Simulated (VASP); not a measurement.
Input of a VASP 6.6.1 run:

Contents of INCAR:

```
SYSTEM = Zr8N9
PREC = Accurate ; ENCUT = 520
EDIFF = 1E-7 ; ISMEAR = -1
SIGMA = 0.05 ; LREAL = Auto
LASPH = .True. ; NELM = 60
ALGO = Normal ; ISIF = 2
LWAVE = .False. ; LCHARG = .False.
GGA = PE ; NBANDS = 84
```

Contents of KPOINTS:

```
Automatic mesh
0
Gamma
  3 3 3
  0 0 0
```

POSCAR

```
Zr8N9
1.0
    0.0000000000      4.5780000000      4.5780000000
    4.5780000000      0.0000000000      4.5780000000
    4.5780000000      4.5780000000      0.0000000000
Zr N
8 9
Direct
    0.2505517461      0.2519023160      0.2466638571
    0.2505087106      0.2519620740      0.7507026353
    0.2477162560      0.7513448829      0.2503963001
    0.2504558445      0.7478005120      0.7507496083
    0.7500268606      0.2490989344      0.2503179049
    0.7464603437      0.2518468654      0.7507778449
    0.7500955942      0.7514787190      0.2503180759
    0.7501406497      0.7514148946      0.7479333866
   -0.0012945265      0.0000251493      0.0022919354
   -0.0014038487      0.0000955992      0.4987664876
    0.0453140996      0.4856949661     -0.0155718135
   -0.0014238293      0.5033062947      0.4989139047
    0.4842095020      0.0468188850     -0.0155967760
    0.5019523083     -0.0000201517      0.4989827227
    0.4841671626      0.4856991981     -0.0156611883
    0.4842079714      0.4856958029      0.5455806839
    0.6244992555      0.6258940581      0.1247147303
```

Potentials or basis: VASP PAW PBE potentials, release 64 (Zr_sv, N).

Launch:

```sh
$ cat potpaw_PBE.64/Zr_sv/POTCAR potpaw_PBE.64/N/POTCAR > POTCAR
$ mpirun -np 1 vasp_std > vasp.out
```

Problem. Estimate the pressure.

Solution. 18.9 GPa.

Problem. What does it give for the largest force?

Solution. 0.051 eV/Å.

Forces on the atoms (eV/Å):
```
Zr  -0.005 -0.007  0.007
Zr   0.006  0.006  0.006
Zr   0.013 -0.014 -0.005
Zr  -0.003  0.004 -0.002
Zr  -0.010  0.010 -0.011
Zr   0.008 -0.008 -0.005
Zr   0.011  0.007  0.010
Zr  -0.007 -0.013  0.011
N    0.003  0.001 -0.003
N   -0.001  0.002 -0.002
N    0.020 -0.021 -0.030
N    0.005 -0.002  0.009
N   -0.029  0.026 -0.032
N   -0.005  0.003  0.007
N    0.026  0.032  0.023
N   -0.031 -0.025  0.020
N   -0.001  0.000 -0.003
```

Caveat: the k points lie up to 0.40 Å⁻¹ apart, too coarse for converged energies and pressures of a metal.
